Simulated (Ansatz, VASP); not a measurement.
BN in VASP and in Ansatz

The input INCAR:

```
PREC     = Accurate       # precision mode
ENCUT    = 520            # plane-wave cutoff, eV
EDIFF    = 1E-6           # SCF threshold, eV
ISMEAR   = 0              # smearing method
SIGMA    = 0.05           # smearing width, eV
LREAL    = Auto         
LASPH    = T              # aspherical terms in the spheres
NELM     = 80             # most SCF steps
ALGO     = Normal         # electronic algorithm
ISIF     = 2              # what is computed and relaxed
LWAVE    = F              # write WAVECAR
LCHARG   = T              # write CHGCAR
LDIPOL   = T            
IDIPOL   = 3            
DIPOL    = 0.5 0.5 0.406
GGA      = PE             # functional
IVDW     = 12             # dispersion correction
LELF     = T              # ELF
LVHAR    = T            
LVACPOTAV= T            
NBANDS   = 96             # bands
```

The input KPOINTS:

```
regular mesh
0
Gamma
  3 3 1
```

Contents of POSCAR:

```
BN
1.0
    7.5193142762      0.0000000000      0.0000000000
   -3.7596571381      6.5119171822      0.0000000000
    0.0000000000      0.0000000000     23.8320240696
B N
18 18
Direct
    0.2222222222      0.1111111111      0.3356827761
    0.2222222222      0.4444444444      0.3356827761
    0.2222222222      0.7777777778      0.3356827761
    0.5555555556      0.1111111111      0.3356827761
    0.5555555556      0.4444444444      0.3356827761
    0.5555555556      0.7777777778      0.3356827761
    0.8888888889      0.1111111111      0.3356827761
    0.8888888889      0.4444444444      0.3356827761
    0.8888888889      0.7777777778      0.3356827761
    0.1151415038      0.2285995309      0.4761778609
    0.1149957086      0.5615919747      0.4763234163
    0.1149373039      0.8949609490      0.4765802295
    0.4482667045      0.2285553324      0.4764440416
    0.4481644759      0.5616490304      0.4761267124
    0.4481655954      0.8948419410      0.4760137280
    0.7816256193      0.2284679458      0.4763663780
    0.7814372761      0.5615444795      0.4765257383
    0.7814854612      0.8949014776      0.4759474622
    0.1111111111      0.2222222222      0.3356827761
    0.1111111111      0.5555555556      0.3356827761
    0.1111111111      0.8888888889      0.3356827761
    0.4444444444      0.2222222222      0.3356827761
    0.4444444444      0.5555555556      0.3356827761
    0.4444444444      0.8888888889      0.3356827761
    0.7777777778      0.2222222222      0.3356827761
    0.7777777778      0.5555555556      0.3356827761
    0.7777777778      0.8888888889      0.3356827761
    0.2260061559      0.1171948720      0.4766507253
    0.2259638439      0.4504921722      0.4757373991
    0.2260483442      0.7838897718      0.4764272218
    0.5593336262      0.1172112451      0.4765982222
    0.5593324513      0.4505527817      0.4762055870
    0.5594301505      0.7840035048      0.4756700726
    0.8926876865      0.1172419903      0.4763479889
    0.8927023011      0.4505778612      0.4766378959
    0.8926544862      0.7839027495      0.4766306038
```

Input for Ansatz:

```yaml
crystal:
  lattice:
    - [7.5193142762, 0.0, 0.0]
    - [-3.7596571381, 6.5119171822, 0.0]
    - [0.0, 0.0, 23.8320240696]
  atoms:
    - { symbol: B, position: [0.2222222222, 0.1111111111, 0.3356827761] }
    - { symbol: B, position: [0.2222222222, 0.4444444444, 0.3356827761] }
    - { symbol: B, position: [0.2222222222, 0.7777777778, 0.3356827761] }
    - { symbol: B, position: [0.5555555556, 0.1111111111, 0.3356827761] }
    - { symbol: B, position: [0.5555555556, 0.4444444444, 0.3356827761] }
    - { symbol: B, position: [0.5555555556, 0.7777777778, 0.3356827761] }
    - { symbol: B, position: [0.8888888889, 0.1111111111, 0.3356827761] }
    - { symbol: B, position: [0.8888888889, 0.4444444444, 0.3356827761] }
    - { symbol: B, position: [0.8888888889, 0.7777777778, 0.3356827761] }
    - { symbol: "N", position: [0.1111111111, 0.2222222222, 0.3356827761] }
    - { symbol: "N", position: [0.1111111111, 0.5555555556, 0.3356827761] }
    - { symbol: "N", position: [0.1111111111, 0.8888888889, 0.3356827761] }
    - { symbol: "N", position: [0.4444444444, 0.2222222222, 0.3356827761] }
    - { symbol: "N", position: [0.4444444444, 0.5555555556, 0.3356827761] }
    - { symbol: "N", position: [0.4444444444, 0.8888888889, 0.3356827761] }
    - { symbol: "N", position: [0.7777777778, 0.2222222222, 0.3356827761] }
    - { symbol: "N", position: [0.7777777778, 0.5555555556, 0.3356827761] }
    - { symbol: "N", position: [0.7777777778, 0.8888888889, 0.3356827761] }
    - { symbol: B, position: [0.1151415038, 0.2285995309, 0.4761778609] }
    - { symbol: B, position: [0.1149957086, 0.5615919747, 0.4763234163] }
    - { symbol: B, position: [0.1149373039, 0.894960949, 0.4765802295] }
    - { symbol: B, position: [0.4482667045, 0.2285553324, 0.4764440416] }
    - { symbol: B, position: [0.4481644759, 0.5616490304, 0.4761267124] }
    - { symbol: B, position: [0.4481655954, 0.894841941, 0.476013728] }
    - { symbol: B, position: [0.7816256193, 0.2284679458, 0.476366378] }
    - { symbol: B, position: [0.7814372761, 0.5615444795, 0.4765257383] }
    - { symbol: B, position: [0.7814854612, 0.8949014776, 0.4759474622] }
    - { symbol: "N", position: [0.2260061559, 0.117194872, 0.4766507253] }
    - { symbol: "N", position: [0.2259638439, 0.4504921722, 0.4757373991] }
    - { symbol: "N", position: [0.2260483442, 0.7838897718, 0.4764272218] }
    - { symbol: "N", position: [0.5593336262, 0.1172112451, 0.4765982222] }
    - { symbol: "N", position: [0.5593324513, 0.4505527817, 0.476205587] }
    - { symbol: "N", position: [0.5594301505, 0.7840035048, 0.4756700726] }
    - { symbol: "N", position: [0.8926876865, 0.1172419903, 0.4763479889] }
    - { symbol: "N", position: [0.8927023011, 0.4505778612, 0.4766378959] }
    - { symbol: "N", position: [0.8926544862, 0.7839027495, 0.4766306038] }
basis:
  ecutwfc: 420
kpoints:
  mp_grid: { grid: [3, 3, 1] }
hamiltonian:
  xc: pbe
  dispersion: d3bj
scf:
  occupations: { method: gaussian, width: 0.05 }
output:
  forces: true
  eigenvalues: true
  write_density: true
  volumetric_format: npy
efield:
  axis: 3
  dipole_correction: true
  ramp_width: 0.04
```

Alike in both runs: task single point; functional PBE; dispersion D3(BJ); k mesh 3 × 3 × 1; occupations gaussian, width 0.05 eV; no spin polarisation.

```csv
,VASP,Ansatz
version,VASP 6.6.1,Ansatz 0.2.0
potentials or method,"VASP PAW PBE potentials, release 64 (B, N), cutoff 520 eV","scalar-relativistic, plane waves, PAW"
valence electrons in the cell,144,144
```

```csv
,VASP,Ansatz,Ansatz less VASP
gap on the k mesh at the Fermi level (eV),4.54,4.55,+0.006
least direct gap on the mesh (eV),4.70,4.70,+0.002
rms of the force components (eV/Å),0.033,0.033,+0.0001
```
